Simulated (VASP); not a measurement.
Here is a VASP 6.6.1 calculation.

The input INCAR:

```
PREC = Accurate
ENCUT = 600
EDIFF = 1E-6
ISMEAR = 0
SIGMA = 0.1
LREAL = F
LASPH = T
NELM = 120
ALGO = Normal
ISIF = 2
LWAVE = F
LCHARG = T
GGA = PE
LELF = T
LVHAR = T
NBANDS = 10
GGA_COMPAT = F
```

The input KPOINTS:

```
Automatic mesh
0
Gamma
  6 6 6
```

Contents of POSCAR:

```
Mg
1.0
    0.0000000000      3.1773615200      3.1773615200
    3.1773615200      0.0000000000      3.1773615200
    3.1773615200      3.1773615200      0.0000000000
Mg
3
Direct
    0.2500000000      0.2500000000      0.2500000000
    0.7500000000      0.7500000000      0.7500000000
    0.5000000000      0.5000000000      0.5000000000
```

Potentials or basis: VASP PAW PBE potentials, release 64 (Mg).

Launch:

```sh
$ cat potpaw_PBE.64/Mg/POTCAR > POTCAR
$ mpirun -np 1 vasp_std > vasp.out
```

(1) Predict the band gap on the k mesh.

(2) Estimate the pressure.

Results:

(1) zero (bands 3 and 4 overlap by 4.14 eV).

(2) 11.7 GPa.

Caveat: the cell stands under pressure.
